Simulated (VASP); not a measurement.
# ZnS (R3m) in VASP: single point with PBE

Aim: the single point of ZnS with PBE.

Program: VASP 6.6.1. These are calculated values, not measurements. Logs are shortened: lines on timing, memory, paths and dates and some standing lists are left out, and cuts for length are marked.

### Step 1. The cell of the first run

It takes space group R3m (No. 160, trigonal). Conventional cell: a = 3.846 Å, b = 3.846 Å, c = 28.348 Å, α = 90.00°, β = 90.00°, γ = 120.00°. Within 3.1 Å of Zn (site symmetry 3m) lie 4 S at 2.36 Å. Within 3.1 Å of Zn (site symmetry 3m) lie 4 S at 2.36 Å. Zn (site symmetry 3m) has 4 S at 2.36 Å within 3.1 Å. S (site symmetry 3m) has 4 Zn at 2.36 Å within 3.1 Å. S (site symmetry 3m) has 4 Zn at 2.36 Å within 3.1 Å. Within 3.1 Å of S (site symmetry 3m) lie 4 Zn at 2.36 Å.

### Step 2. Single point, PBE

Input file INCAR:

```
PREC     = Accurate       # precision mode
ENCUT    = 520            # plane-wave cutoff, eV
EDIFF    = 1E-6           # SCF threshold, eV
ISMEAR   = 0              # smearing method
SIGMA    = 0.01           # smearing width, eV
LREAL    = Auto         
LASPH    = True           # aspherical terms in the spheres
NELM     = 100            # most SCF steps
ALGO     = Normal         # electronic algorithm
ISIF     = 2              # what is computed and relaxed
LWAVE    = False          # write WAVECAR
LCHARG   = False          # write CHGCAR
GGA      = PE             # functional
NBANDS   = 156            # bands
```

Input file KPOINTS:

```
regular mesh
0
Gamma
  2 2 2
```

Input file POSCAR:

```
ZnS
1.0
    0.0000000000      6.6618213655      0.0000000000
    0.0000000000      2.2206071218     -9.4492875734
   -9.6155108966      3.3309106827      0.0000000000
Zn S
15 15
Direct
    0.1999659060      0.0001022820      0.6000000000
    0.5999659060      0.0001022820      0.8000000000
    0.9999659060      0.0001022820      0.0000000000
    0.3999659060      0.0001022820      0.2000000000
    0.7999659060      0.0001022820      0.4000000000
    0.4222538459      0.3332384622      0.6000000000
    0.8222538459      0.3332384622      0.8000000000
    0.2222538459      0.3332384622      0.0000000000
    0.6222538459      0.3332384622      0.2000000000
    0.0222538459      0.3332384622      0.4000000000
    0.6445320889      0.6664037332      0.6000000000
    0.0445320889      0.6664037332      0.8000000000
    0.4445320889      0.6664037332      0.0000000000
    0.8445320889      0.6664037332      0.2000000000
    0.2445320889      0.6664037332      0.4000000000
    0.2832951068      0.7501146795      0.6000000000
    0.6832951068      0.7501146795      0.8000000000
    0.0832951068      0.7501146795      0.0000000000
    0.4832951068      0.7501146795      0.2000000000
    0.8832951068      0.7501146795      0.4000000000
    0.7278530973      0.4164407080      0.6000000000
    0.1278530973      0.4164407080      0.8000000000
    0.5278530973      0.4164407080      0.0000000000
    0.9278530973      0.4164407080      0.2000000000
    0.3278530973      0.4164407080      0.4000000000
    0.5054259550      0.0837221351      0.6000000000
    0.9054259550      0.0837221351      0.8000000000
    0.3054259550      0.0837221351      0.0000000000
    0.7054259550      0.0837221351      0.2000000000
    0.1054259550      0.0837221351      0.4000000000
```

Potentials or basis: VASP PAW PBE potentials, release 64 (Zn, S).

Run with:

```console
$ cat potpaw_PBE.64/Zn/POTCAR potpaw_PBE.64/S/POTCAR > POTCAR
$ mpirun -np 1 vasp_std > vasp.out
```

OUTCAR:

```text
PREC = Accurate
   ENCUT = 520
   EDIFF = 1E-6
   ISMEAR = 0
   LREAL = Auto
   LASPH = True
   NELM = 100
   ISIF = 2
   GGA = PE

 ion  position               nearest neighbor table
   1  0.200  0.000  0.600-  30 2.36  27 2.36  26 2.36  16 2.36
   2  0.600  0.000  0.800-  26 2.36  28 2.36  27 2.36  17 2.36
   3  1.000  0.000  0.000-  27 2.36  29 2.36  28 2.36  18 2.36
   4  0.400  0.000  0.200-  28 2.36  30 2.36  29 2.36  19 2.36
   5  0.800  0.000  0.400-  29 2.36  26 2.36  30 2.36  20 2.36
   6  0.422  0.333  0.600-  25 2.36  22 2.36  21 2.36  26 2.36
[... 22 lines left out ...]
  29  0.705  0.084  0.200-   5 2.36   3 2.36   4 2.36   9 2.36
  30  0.105  0.084  0.400-   1 2.36   4 2.36   5 2.36  10 2.36

  LATTYP: Found a base centered monoclinic cell.
 ALAT       =     6.6618213655
 B/A-ratio  =     2.8867513459
 C/A-ratio  =     1.4570648124
 COS(beta)  =    -0.2287704229

  Lattice vectors:

 A1 = (   9.6155108966,  -3.3309106827,   0.0000000000)
 A2 = (  -9.6155108966,  -3.3309106828,   0.0000000000)
 A3 = (   0.0000000000,   2.2206071218,  -9.4492875734)

Analysis of symmetry for initial positions (statically):
=====================================================================
 Subroutine PRICEL returns following result:

  LATTYP: Found a trigonal (rhomboedric) cell.
 ALAT       =     9.7067054985
 COS(alpha) =     0.9214961404

  Lattice vectors:

 A1 = (  -1.9231021793,   1.1103035609,   9.4492875734)
 A2 = (   0.0000000000,  -2.2206071218,   9.4492875734)
 A3 = (   1.9231021793,   1.1103035610,   9.4492875734)

   5 primitive cells build up your supercell.

 Routine SETGRP: Setting up the symmetry group for a
 base centered monoclinic supercell.

 Subroutine GETGRP returns: Found  2 space group operations
 (whereof  2 operations were pure point group operations)
 out of a pool of  4 trial point group operations.

The static configuration has the point symmetry C_1h.

Analysis of symmetry for dynamics (positions and initial velocities):
=====================================================================
 Subroutine PRICEL returns following result:

  LATTYP: Found a trigonal (rhomboedric) cell.
 ALAT       =     9.7067054985
 COS(alpha) =     0.9214961404

  Lattice vectors:

 A1 = (  -1.9231021793,   1.1103035609,   9.4492875734)
[... 103 lines left out ...]
   EDIFFG = 0.1E-04   stopping-criterion for IOM
   NSW    =      0    number of steps for IOM
   IBRION =     -1    ionic relax: 0-MD 1-quasi-New 2-CG
   NFREE  =      0    steps in history (QN), initial steepest desc. (CG)
   ISIF   =      2    stress and relaxation
   ISYM   =      2    0-nonsym 1-usesym 2-fastsym
   POTIM  = 0.5000    time-step for ionic-motion
   TEBEG  =    0.0;   TEEND  =   0.0 temperature during run
   PSTRESS=    0.0 pullay stress
   NELECT =     270.0000    total number of electrons
   NUPDOWN=      -1.0000    fix difference up-down
   EMIN   =  10.00;   EMAX   =-10.00  energy-range for DOS
   EFERMI =   0.00;   METHOD = LEGACY
   ISMEAR =     0;   SIGMA  =   0.01  broadening in eV -4-tet -1-fermi 0-gaus
   EFERMI_NEDOS =   21; number of points for ismear=-14 and -15
   IALGO  =     38    algorithm
   IMIX   =      4    mixing-type and parameters
     AMIX     =   0.40;   BMIX     =  1.00
     AMIX_MAG =   1.60;   BMIX_MAG =  1.00
  volume/ion in A,a.u.               =      20.18       136.16
  Fermi-wavevector in a.u.,A,eV,Ry     =   1.250858  2.363779 21.288291  1.564645
  Thomas-Fermi vector in A             =   2.384832
   LORBIT       =      0    0 simple, 1 ext, 2 COOP (PROOUT), +10 PAW based schemes
   GGA     = PE    functional components
   LHFCALC =     F    Hartree Fock is set to
   AEXX    =    0.0000 exact exchange contribution
   IVDW    =     0    specifies the selected vdW correction
   LEPSILON=     F    determine dielectric tensor
   LRPA    =     F    only Hartree local field effects (RPA)
 non-spin polarized calculation
 Gauss-broadening in eV      SIGMA  =   0.01
  energy-cutoff  :      520.00
  volume of cell :      605.29
 maximum number of plane-waves:     16340
 NGX is ok and might be reduce to    50
   NGX = 25   NGY = 37   NGZ = 37

 number of electron     269.9999923 magnetization

 Free energy of the ion-electron system (eV)
  ---------------------------------------------------
  ext. energy  EPLUGINS =         0.00000000
  ---------------------------------------------------
  free energy    TOTEN  =      -102.67017912 eV

  energy without entropy =     -102.67017912  energy(sigma->0) =     -102.67017912

 E-fermi :   2.0090     XC(G=0):  -9.5192

 val. band max:        1.9149836112   @ k =   0.0000   0.0000   0.0000
 cond. band min:       3.9735599443   @ k =   0.0000   0.0000   0.0000
 fundamental gap:      2.0585763331
 Fermi energy:         2.0089708981

 k-point     1 :       0.0000    0.0000    0.0000
  band No.  band energies     occupation
      1     -11.0887      2.00000
      2     -10.4566      2.00000
      3     -10.4530      2.00000
      4     -10.4530      2.00000
      5     -10.4484      2.00000
      6     -10.0657      2.00000
[... 889 lines left out ...]
    146       6.4274      0.00000
    147       6.5128      0.00000
 [bands above 147 left out]

------------------------ aborting loop because EDIFF is reached ----------------------------------------

  FORCE on cell =-STRESS in cart. coord.  units (eV):
  Direction    XX          YY          ZZ          XY          YZ          ZX
  --------------------------------------------------------------------------------------
  -------------------------------------------------------------------------------------
  Total        0.6453756      0.4591781      0.3383654      0.0000000      0.0272999      0.0000000
  in kB        1.7082786      1.2154228      0.8956371      0.0000000      0.0722615      0.0000000
  external PRESSURE =       1.2731128 kB  Pullay stress =       0.0000000 kB

 VOLUME and BASIS-vectors are now :
 -----------------------------------------------------------------------------
  energy-cutoff  :      520.00
  volume of cell :      605.29
      direct lattice vectors                 reciprocal lattice vectors
     0.000000000  6.661821365  0.000000000     0.051999317  0.150109099  0.035276028
     0.000000000  2.220607122 -9.449287573     0.000000000  0.000000000 -0.105828084
    -9.615510897  3.330910683  0.000000000    -0.103998634  0.000000000  0.000000000

 POSITION                                       TOTAL-FORCE (eV/Angst)
 -----------------------------------------------------------------------------------
     -5.76931      3.33091     -0.00097        -0.000000      0.004206      0.003408
     -7.69241      6.66182     -0.00097         0.000000      0.004206      0.003408
      0.00000      6.66182     -0.00097         0.000000      0.004206      0.003408
     -1.92310      3.33091     -0.00097         0.000000      0.004206      0.003408
     -3.84620      6.66182     -0.00097         0.000000      0.004206      0.003408
     -5.76931      5.55152     -3.14887        -0.000000      0.004599      0.004204
[... 22 lines left out ...]
     -1.92310      5.55152     -0.79111         0.000000     -0.003636     -0.003449
     -3.84620      2.22061     -0.79111         0.000000     -0.003636     -0.003449
 -----------------------------------------------------------------------------------
    total drift:                               -0.000661     -0.012517      0.014937

  FREE ENERGIE OF THE ION-ELECTRON SYSTEM (eV)
  ---------------------------------------------------
  free  energy   TOTEN  =      -102.6701791179 eV

  energy  without entropy=     -102.6701791179  energy(sigma->0) =     -102.67017912
```

OSZICAR:

```text
N       E                     dE             d eps       ncg     rms          rms(c)
DAV:   1     0.271614290616E+04    0.27161E+04   -0.11825E+05  1872   0.209E+03
[... 14 lines left out ...]
DAV:  16    -0.102670662647E+03    0.22353E-03   -0.37881E-04  2304   0.549E-02    0.396E-01
DAV:  17    -0.102670208380E+03    0.45427E-03   -0.82580E-04  2624   0.158E-01    0.125E-01
DAV:  18    -0.102670171967E+03    0.36413E-04   -0.58850E-04  2736   0.916E-02    0.169E-02
DAV:  19    -0.102670180918E+03   -0.89507E-05   -0.10325E-04  2320   0.579E-02    0.154E-02
DAV:  20    -0.102670184005E+03   -0.30869E-05   -0.79749E-06  1992   0.162E-02    0.323E-02
DAV:  21    -0.102670178668E+03    0.53367E-05   -0.11130E-05  2120   0.227E-02    0.337E-03
DAV:  22    -0.102670179118E+03   -0.44994E-06   -0.19662E-06  1152   0.661E-03
   1 F= -.10267018E+03 E0= -.10267018E+03  d E =-.315533E-41
```

Wall time 47 min (1 thread of Oxide Virtual Turin-like, shared host); peak memory 0.77 GiB.

What came out:

| Item | Value |
| --- | --- |
| Free energy | -102.6702 eV |
| Pressure | 0.1 GPa |
| Largest force | 0.006 eV/Å |
| Band gap on the k mesh | 2.06 eV |

Forces on the atoms (eV/Å):
```
Zn   0.000  0.004  0.003
Zn   0.000  0.004  0.003
Zn   0.000  0.004  0.003
Zn   0.000  0.004  0.003
Zn   0.000  0.004  0.003
Zn   0.000  0.005  0.004
Zn   0.000  0.005  0.004
Zn   0.000  0.005  0.004
Zn   0.000  0.005  0.004
Zn   0.000  0.005  0.004
Zn   0.000 -0.003  0.005
Zn   0.000 -0.003  0.005
Zn   0.000 -0.003  0.005
Zn   0.000 -0.003  0.005
Zn   0.000 -0.003  0.005
S    0.000 -0.002 -0.004
S    0.000 -0.002 -0.004
S    0.000 -0.002 -0.004
S    0.000 -0.002 -0.004
S    0.000 -0.002 -0.004
S    0.000 -0.001 -0.005
S    0.000 -0.001 -0.005
S    0.000 -0.001 -0.005
S    0.000 -0.001 -0.005
S    0.000 -0.001 -0.005
S    0.000 -0.004 -0.003
S    0.000 -0.004 -0.003
S    0.000 -0.004 -0.003
S    0.000 -0.004 -0.003
S    0.000 -0.004 -0.003
```

Levels at points of the mesh, in eV from the valence-band top:
```csv
k point,band 131,band 132,band 133,band 134,band 135,band 136,band 137,band 138,band 139,band 140
"(0.00, 0.00, 0.00)",-0.65,-0.65,-0.05,0.00,0.00,2.06,3.26,3.41,4.18,4.18
"(0.50, 0.00, 0.00)",-0.84,-0.82,-0.82,-0.58,-0.58,3.34,3.88,3.88,3.88,4.02
"(0.00, 0.50, 0.00)",-0.85,-0.24,-0.24,-0.23,-0.23,3.12,3.17,3.31,4.13,4.13
"(0.50, 0.50, 0.00)",-0.99,-0.75,-0.75,-0.68,-0.68,3.33,3.67,3.86,3.86,3.89
"(0.00, 0.00, 0.50)",-0.96,-0.37,-0.37,-0.24,-0.24,3.29,3.29,3.33,3.67,4.24
"(0.00, 0.50, 0.50)",-0.79,-0.62,-0.62,-0.52,-0.52,3.34,3.88,3.98,3.98,4.04
```

Caveat: the k points lie up to 0.51 Å⁻¹ apart.
